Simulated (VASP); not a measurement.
A run of VASP 6.6.1:

File INCAR:

```
PREC = Accurate ; ENCUT = 520
EDIFF = 1E-6 ; ISMEAR = 0
SIGMA = 0.02 ; LREAL = Auto
LASPH = True ; NELM = 80
ALGO = Normal ; ISIF = 2
LWAVE = False ; LCHARG = False
GGA = PS ; NBANDS = 49
```

KPOINTS

```
regular mesh
0
Gamma
  3 3 3
```

The input POSCAR:

```
Si16O
1.0
    0.0000000000      5.4338342766     -5.4338342766
    5.4338342766      5.4338342766      0.0000000000
    5.4338342766      0.0000000000     -5.4338342766
Si O
16 1
Direct
    0.1728021968      0.0817753132      0.1127011736
    0.1255118329      0.6269200212      0.1273637481
    0.5728925178      0.1292985697      0.1337976028
    0.6724256416      0.5992758215      0.1082222000
    0.1121009528      0.1224290190      0.6403739648
    0.1390069077      0.6238222087      0.6141141467
    0.6222726583      0.1255212186      0.6275118685
    0.6246358146      0.6259790650      0.6224007446
    0.3018014383      0.7112848503      0.2412432793
    0.2022408016      0.2550900395      0.2668259513
    0.7493503285      0.7547774355      0.2476362788
    0.7021833582      0.2423226276      0.2620232653
    0.2503640948      0.7480649562      0.7526070527
    0.2532963705      0.2502614969      0.7471351339
    0.7629837034      0.7497383602      0.7346536160
    0.7360688229      0.2518733422      0.7609288008
   -0.0624759576      0.0656976238      0.1867581800
```

Potentials or basis: VASP PAW PBE potentials, release 64 (Si, O).

Run with:

```sh
$ cat potpaw_PBE.64/Si/POTCAR potpaw_PBE.64/O/POTCAR > POTCAR
$ mpirun -np 1 vasp_std > vasp.out
```

Hardware: 1 thread of Intel(R) Xeon(R) 6975P-C (Granite Rapids), with other jobs on the host.

**Question.** How long does it take, and how much memory?

**Answer.** Wall time 2.9 min on 1 thread of Intel(R) Xeon(R) 6975P-C (Granite Rapids), on a shared host, peak memory 0.52 GiB. Counts: scf iterations 16, k points 14.
